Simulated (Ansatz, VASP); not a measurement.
# Te2S2O in VASP and in Ansatz

INCAR

```
SYSTEM = Te2S2O
ALGO = Normal
EDIFF = 1E-6
ENCUT = 520
GGA = PE
ISIF = 2
ISMEAR = 0
LASPH = .TRUE.
LCHARG = .TRUE.
LELF = .TRUE.
LREAL = .FALSE.
LVHAR = .TRUE.
LWAVE = .FALSE.
NBANDS = 41
NELM = 80
PREC = Accurate
SIGMA = 0.1
```

KPOINTS

```
k-points
0
G
  3 3 3
  0 0 0
```

The input POSCAR:

```
Te2S2O
1.0
    5.6055430000      3.4544390000      0.0000000000
    5.6055430000     -3.4544390000      0.0000000000
    0.0000000000      0.0000000000     -6.1130640000
O Te S
2 4 4
Direct
    0.2170000000      0.7830000000      0.7700000000
    0.7830000000      0.2170000000      0.2700000000
    0.3260000000      0.0320000000      0.7030000000
    0.6740000000      0.9680000000      0.2030000000
    0.9680000000      0.6740000000      0.7030000000
    0.0320000000      0.3260000000      0.2030000000
    0.3419000000      0.0879000000      0.3600000000
    0.6581000000      0.9121000000      0.8600000000
    0.9121000000      0.6581000000      0.3600000000
    0.0879000000      0.3419000000      0.8600000000
```

Input for Ansatz:

```yaml
crystal:
  lattice:
    - [5.605543, 3.454439, 0.0]
    - [5.605543, -3.454439, 0.0]
    - [0.0, 0.0, -6.113064]
  atoms:
    - { symbol: O, position: [0.217, 0.783, 0.77] }
    - { symbol: O, position: [0.783, 0.217, 0.27] }
    - { symbol: Te, position: [0.326, 0.032, 0.703] }
    - { symbol: Te, position: [0.674, 0.968, 0.203] }
    - { symbol: Te, position: [0.968, 0.674, 0.703] }
    - { symbol: Te, position: [0.032, 0.326, 0.203] }
    - { symbol: S, position: [0.3419, 0.0879, 0.36] }
    - { symbol: S, position: [0.6581, 0.9121, 0.86] }
    - { symbol: S, position: [0.9121, 0.6581, 0.36] }
    - { symbol: S, position: [0.0879, 0.3419, 0.86] }
  symmetry: { tolerance: 0.0003 }
kpoints:
  mp_grid: { grid: [3, 3, 3], shift: [0, 0, 0] }
magnetization:
  spin_polarized: false
scf:
  occupations: { method: gaussian, width: 0.1 }
  initial_density: { chi_scale: 0.0 }
hamiltonian:
  pseudopotentials: { kind: paw }
  xc: pbe
basis:
  ecutwfc: 420
output:
  forces: true
  stress: true
  eigenvalues: true
```

Alike in both runs: task single point; functional PBE; k mesh 3 × 3 × 3; occupations gaussian, width 0.1 eV; no spin polarisation.

```csv
,VASP,Ansatz
version,VASP 6.6.1,Ansatz 0.2.0
potentials or method,"VASP PAW PBE potentials, release 64 (O, Te, S), cutoff 520 eV",PAW plane waves
valence electrons in the cell,60,100
```

|  | VASP | Ansatz | Ansatz less VASP |
| --- | --- | --- | --- |
| gap on the k mesh at the Fermi level (eV) | none | none | - |
| rms of the force components (eV/Å) | 2.703 | 2.671 | -0.0322 |

Atom by atom the forces differ by 0.033 eV/Å (rms over components). A gap of «none» marks a metal or a gap that the smearing closes. VASP's potentials hold 60 valence electrons a cell and Ansatz's 100, so a difference there can come from the potentials and not from the codes.

Spin-orbit coupling is off throughout.
